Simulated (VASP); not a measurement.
Wanted: the native input for a VASP 6.6.1 run.

```
Task                   : relaxation of cell and atoms
Functional             : PBE
Dispersion             : D3(BJ)
Potentials or basis    : VASP PAW PBE potentials, release 64 (Ag)
Cutoff                 : 600 eV
k mesh                 : 18 × 18 × 6
Occupations            : gaussian, width 0.1 eV
Spin                   : no spin polarisation
Dipole correction      : no
Further INCAR settings : ALGO = Fast; EDIFF = 1e-06; IBRION = 2; EDIFFG = -0.005; NSW = 100; ISIF = 3
```

The structure of Ag lies in POSCAR:

```
Ag
1.0
    2.9111314733      0.0000000000      0.0000000000
   -1.4555657366      2.5211138096      0.0000000000
    0.0000000000      0.0000000000      9.4637087400
Ag
4
Direct
    0.0000000000      0.0000000000      0.0000000000
    0.0000000000      0.0000000000      0.5000000000
    0.3333333300      0.6666666700      0.2500000000
    0.6666666700      0.3333333300      0.7500000000
```

This isn't the form of Ag at room conditions, which is fcc.

One way to write it, as run:

INCAR

```
PREC     = Accurate       # precision mode
ENCUT    = 600            # plane-wave cutoff, eV
EDIFF    = 1E-6           # SCF threshold, eV
ISMEAR   = 0              # smearing method
SIGMA    = 0.1            # smearing width, eV
LREAL    = F              # projectors in reciprocal space
LASPH    = T              # aspherical terms in the spheres
NELM     = 80             # most SCF steps
ALGO     = Fast           # electronic algorithm
ISIF     = 3              # what is computed and relaxed
LWAVE    = F              # write WAVECAR
LCHARG   = F              # write CHGCAR
GGA      = PE             # functional
IVDW     = 12             # dispersion correction
IBRION   = 2              # ionic algorithm
NSW      = 100            # ionic steps
EDIFFG   = -0.005         # ionic threshold
```

KPOINTS

```
Automatic mesh
0
Gamma
  18 18 6
```

Potentials or basis: VASP PAW PBE potentials, release 64 (Ag).

Command:

```sh
$ cat potpaw_PBE.64/Ag/POTCAR > POTCAR
$ mpirun -np 1 vasp_std > vasp.out
```

Results of the run:

```yaml
Relaxed_volume: 16.87 Å³/atom
Relaxed_cell: a = 2.878 Å, b = 2.878 Å, c = 9.407 Å, α = 90.00°, β = 90.00°, γ = 120.00°
Space_group_after_relaxing_to_0.1_Å: P6_3/mmc (No. 194)
Energy_gained_by_relaxing: 4.6 meV/atom
Ionic_steps: 10
Pressure_after_relaxing: 0.0 GPa
Band_gap_on_the_k_mesh: zero (bands 22 and 23 overlap by 6.63 eV)
Dispersion_energy_per_atom: -0.595 eV
```

It took 35 min on 1 thread of Intel(R) Xeon(R) Platinum 8259CL CPU @ 2.50GHz (Skylake/Cascade Lake), with other jobs on the host, peak memory 0.4 GiB.
